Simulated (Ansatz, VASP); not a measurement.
# AlN in VASP and in Ansatz

```xyz
4
Lattice="3.0177 0.0000 0.0000 -1.5088 2.6134 0.0000 0.0000 0.0000 4.9033" Properties=species:S:1:pos:R:3 pbc="T T T"
Al    0.0000    1.7423    0.0000
Al    1.5088    0.8711    2.4517
N     0.0000    1.7423    1.8878
N     1.5088    0.8711    4.3394
```

Change from the starting cell: strain -0.030 along x and y, -0.015 along z, atoms carried along.

Alike in both runs: task single point; functional LDA; k mesh 9 × 9 × 6; occupations gaussian, width 0.05 eV; no spin polarisation.

|  | VASP | Ansatz |
| --- | --- | --- |
| version | VASP 6.6.1 | Ansatz 0.2.0 |
| potentials or method | VASP PAW LDA potentials, release 64 (Al, N), cutoff 520 eV | scalar-relativistic, plane waves, PAW |
| valence electrons in the cell | 16 | 16 |

VASP gave:

| Item | Value |
| --- | --- |
| gap on the k mesh at the Fermi level (eV) | 4.90 |
| least direct gap on the mesh (eV) | 4.92 |
| pressure (GPa) | 14.0 |
| traceless stress, the component that is largest in VASP (GPa) | -7.40 |
| rms of the force components (eV/Å) | 0.242 |

Problem. Estimate Ansatz's values.

Solution. gap on the k mesh at the Fermi level (eV): 4.91; least direct gap on the mesh (eV): 4.91; pressure (GPa): 13.1; traceless stress, the component that is largest in VASP (GPa): -7.21; rms of the force components (eV/Å): 0.235.

LDA's correlation is that of Perdew and Zunger in VASP and of Perdew and Wang (1992) in Ansatz. Atom by atom the forces differ by 0.007 eV/Å (rms over components).
